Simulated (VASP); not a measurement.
# Ti (P6/mmm) in VASP: vibrations by perturbation theory with PBEsol

Aim: the vibrations by perturbation theory of Ti with PBEsol.

Everything below comes from runs of VASP 6.6.1. Logs are shortened: lines on timing, memory, paths and dates and some standing lists are left out, and cuts for length are marked.

**1. The cell of the first run**

Symmetry: P6/mmm, No. 191, hexagonal system. Conventional cell: a = 4.600 Å, b = 4.600 Å, c = 2.820 Å, α = 90.00°, β = 90.00°, γ = 120.00°. Ti (site symmetry 6/mmm) has 14 Ti at 2.82 to 3.01 Å within 3.7 Å. Within 3.5 Å of Ti (site symmetry -6m2) lie 11 Ti at 2.66 to 3.01 Å.

**2. Vibrations by perturbation theory, PBEsol**

Contents of INCAR:

```
  ALGO = Normal
  EDIFF = 1E-8
  ENCUT = 520
  GGA = PS
  IBRION = 8
  ISIF = 2
  ISMEAR = 0
  LASPH = T
  LCHARG = F
  LREAL = F
  LWAVE = F
  NELM = 100
  NSW = 1
  PREC = Accurate
  SIGMA = 0.1
```

Contents of KPOINTS:

```
k-points
0
Gamma
  7 7 10
```

Contents of POSCAR:

```
Ti
1.0
    4.6000000000      0.0000000000      0.0000000000
   -2.3000000000      3.9837200000      0.0000000000
    0.0000000000      0.0000000000      2.8200000000
Ti
3
Direct
    0.0000000000      0.0000000000      0.0000000000
    0.3333333333      0.6666666667      0.5000000000
    0.6666666667      0.3333333333      0.5000000000
```

Potentials or basis: VASP PAW PBE potentials, release 64 (Ti_sv).

Launch:

```console
cat potpaw_PBE.64/Ti_sv/POTCAR > POTCAR
mpirun -np 1 vasp_std > vasp.out
```

OUTCAR:

```text
EDIFF = 1E-8
   ENCUT = 520
   GGA = PS
   IBRION = 8
   ISIF = 2
   ISMEAR = 0
   LASPH = T
   LREAL = F
   NELM = 100
   NSW = 1
   PREC = Accurate

 ion  position               nearest neighbor table
   1  0.000  0.000  0.000-
   2  0.333  0.667  0.500-   3 2.66   3 2.66   3 2.66
   3  0.667  0.333  0.500-   2 2.66   2 2.66   2 2.66

  LATTYP: Found a hexagonal cell.
 ALAT       =     4.6000000000
 C/A-ratio  =     0.6130434783

  Lattice vectors:

 A1 = (   4.6000000000,   0.0000000000,   0.0000000000)
 A2 = (  -2.3000000000,   3.9837200000,   0.0000000000)
 A3 = (   0.0000000000,   0.0000000000,   2.8200000000)

Analysis of symmetry for initial positions (statically):
=====================================================================
 Subroutine PRICEL returns:
 Original cell was already a primitive cell.

 Routine SETGRP: Setting up the symmetry group for a
 hexagonal supercell.

 Subroutine GETGRP returns: Found 24 space group operations
 (whereof 24 operations were pure point group operations)
 out of a pool of 24 trial point group operations.

The static configuration has the point symmetry D_6h.

Analysis of symmetry for dynamics (positions and initial velocities):
=====================================================================
 Subroutine PRICEL returns:
 Original cell was already a primitive cell.

 Routine SETGRP: Setting up the symmetry group for a
 hexagonal supercell.

 Subroutine GETGRP returns: Found 24 space group operations
 (whereof 24 operations were pure point group operations)
 out of a pool of 24 trial point group operations.

The dynamic configuration has the point symmetry D_6h.

 Subroutine INISYM returns: Found 24 space group operations
 (whereof 24 operations are pure point group operations),
 and found     1 'primitive' translations

[... 777 lines left out ...]
      0.00000      0.00000      0.00000        -0.000000      0.000000      0.000000
     -0.00000      2.65581      1.41000         0.000000     -0.000000     -0.000000
      2.30000      1.32791      1.41000        -0.000000      0.000000      0.000000
 -----------------------------------------------------------------------------------
    total drift:                                0.000000      0.000000     -0.000000

  FREE ENERGIE OF THE ION-ELECTRON SYSTEM (eV)
  ---------------------------------------------------
  free  energy   TOTEN  =       -25.0268161244 eV

  energy  without entropy=      -25.0135060194  energy(sigma->0) =      -25.02016107

[... ionic steps 2 to 3 ...]

--------------------------------------- Ionic step        4  -------------------------------------------

------------------------ aborting loop because EDIFF is reached ----------------------------------------
[... 11 lines left out ...]
[... ionic steps 8 to 8 ...]

--------------------------------------- Ionic step        9  -------------------------------------------

 Free energy of the ion-electron system (eV)
  ---------------------------------------------------
  ---------------------------------------------------
  free energy    TOTEN  =        -0.58513150 eV

  energy without entropy =       -0.58513150

------------------------ aborting loop because EDIFF is reached ----------------------------------------

 INTERNAL STRAIN TENSOR  FOR ION    2  DIRECTION 3   (eV/Angst):
 -----------------------------------------------------------------------------
     0.02851 -0.00000  0.00000
    -0.00000  0.02851 -0.00000
     0.00000 -0.00000  0.02945

 INTERNAL STRAIN TENSOR FOR ION    3 for displacements in x,y,z  (eV/Angst):
          X           Y           Z          XY          YZ          ZX
  --------------------------------------------------------------------------------
  x     0.00000     0.00000     0.00000    -0.45577     0.00000     0.00000
  y    -0.45577     0.45577     0.00000    -0.00000     0.00000     0.00000
  z     0.00000     0.00000     0.00000     0.00000     0.00000     0.00000

 SECOND DERIVATIVES (NOT SYMMETRIZED)
 ------------------------------------
               1X          1Y          1Z          2X          2Y          2Z          3X          3Y          3Z
  1X    -1.923574    0.000000    0.000000    0.961787    0.000000    0.000000    0.961787    0.000000    0.000000
  1Y     0.000000   -1.923577    0.000000    0.000000    0.961789    0.000000    0.000000    0.961789    0.000000
  1Z    -0.000000    0.000000   -5.429983    0.000000   -0.000000    2.714991   -0.000000    0.000000    2.714991
  2X     0.980251    0.000000    0.000000   -3.370472   -0.000000    0.000000    2.390222    0.000000    0.000000
  2Y     0.000000    0.980252    0.000000   -0.000000   -3.370477    0.000000    0.000000    2.390225    0.000000
  2Z     0.000000   -0.000000    2.716778    0.000000    0.000000   -2.975770   -0.000000   -0.000000    0.258992
  3X     0.980251    0.000000    0.000000    2.390222    0.000000    0.000000   -3.370472   -0.000000    0.000000
  3Y     0.000000    0.980252    0.000000    0.000000    2.390225    0.000000   -0.000000   -3.370477    0.000000
  3Z     0.000000   -0.000000    2.716778   -0.000000   -0.000000    0.258992    0.000000    0.000000   -2.975770

 Eigenvectors and eigenvalues of the dynamical matrix
 ----------------------------------------------------

   1 f  =    6.448610 THz    40.517815 2PiTHz  215.102492 cm-1    26.669298 meV
             X         Y         Z           dx          dy          dz
      0.000000  0.000000  0.000000    -0.000000   -0.000000   -0.816407
     -0.000000  2.655813  1.410000    -0.000000   -0.000000    0.408338
      2.300000  1.327907  1.410000     0.000000    0.000000    0.408338
[... 43 lines left out ...]
   9 f/i=    0.017310 THz     0.108759 2PiTHz    0.577383 cm-1     0.071586 meV
             X         Y         Z           dx          dy          dz
      0.000000  0.000000  0.000000    -0.000002   -0.581015    0.000000
     -0.000000  2.655813  1.410000    -0.000002   -0.575509    0.000000
      2.300000  1.327907  1.410000    -0.000002   -0.575509    0.000000

--------------------------------------------------------------------------------------------------------

 ELASTIC MODULI CONTR FROM IONIC RELAXATION (kBar)
 Direction    XX          YY          ZZ          XY          YZ          ZX
 --------------------------------------------------------------------------------
 XX          -2.2359      2.2359      0.0000     -0.0000      0.0000      0.0000
 YY           2.2359     -2.2359      0.0000      0.0000      0.0000      0.0000
 ZZ           0.0000      0.0000      0.0000      0.0000      0.0000      0.0000
 XY          -0.0000      0.0000      0.0000     -2.2359      0.0000      0.0000
 YZ           0.0000      0.0000      0.0000      0.0000      0.0000      0.0000
 ZX           0.0000      0.0000      0.0000      0.0000      0.0000      0.0000
 --------------------------------------------------------------------------------
```

stdout:

```text
POSCAR found type information on POSCAR Ti
 POSCAR found :  1 types and       3 ions
 scaLAPACK will be used
 -----------------------------------------------------------------------------
|                                                                             |
|                                                                             |
|     You enforced a specific xc type in the INCAR file but a different       |
|     I HOPE YOU KNOW WHAT YOU ARE DOING!                                     |
|                                                                             |
 -----------------------------------------------------------------------------

 LDA part: xc-table for (Slater+PW92), standard interpolation
 POSCAR, INCAR and KPOINTS ok, starting setup
 FFT: planning ... GRIDC
 FFT: planning ... GRID_SOFT
 FFT: planning ... GRID
 WAVECAR not read
 entering main loop
 Linear response reoptimize wavefunctions to high precision
 Linear response DOF=           4
 Linear response progress:
 first order change of Fermi-energy   0.60543E-04
 force on displaced ion       1 direction 1 :  -1.924   0.000   0.000
 Linear response progress:
 first order change of Fermi-energy  -0.35478E-03
 force on displaced ion       1 direction 3 :  -0.000   0.000  -5.430
 Linear response progress:
 first order change of Fermi-energy   0.75162E-04
 force on displaced ion       2 direction 1 :  -3.370  -0.002   0.000
 Linear response progress:
 first order change of Fermi-energy  -0.45037E-03
 force on displaced ion       2 direction 3 :  -0.000   0.000  -2.976
 Linear response finished
```

Run time: 26 min. Hardware: 1 thread of AMD EPYC 7R13 (Zen 3), shared host; peak memory 0.41 GiB.

What came out:

```yaml
Highest_phonon_frequency_at_Γ: 215 cm⁻¹
```

Phonon frequencies in cm⁻¹ (negative: imaginary):
| q point | frequencies |
| --- | --- |
| (0.000, 0.000, 0.000) | -1 -1 0 128 128 136 181 181 215 |

Caveat: the cell wasn't relaxed at this level first, which shifts response properties.
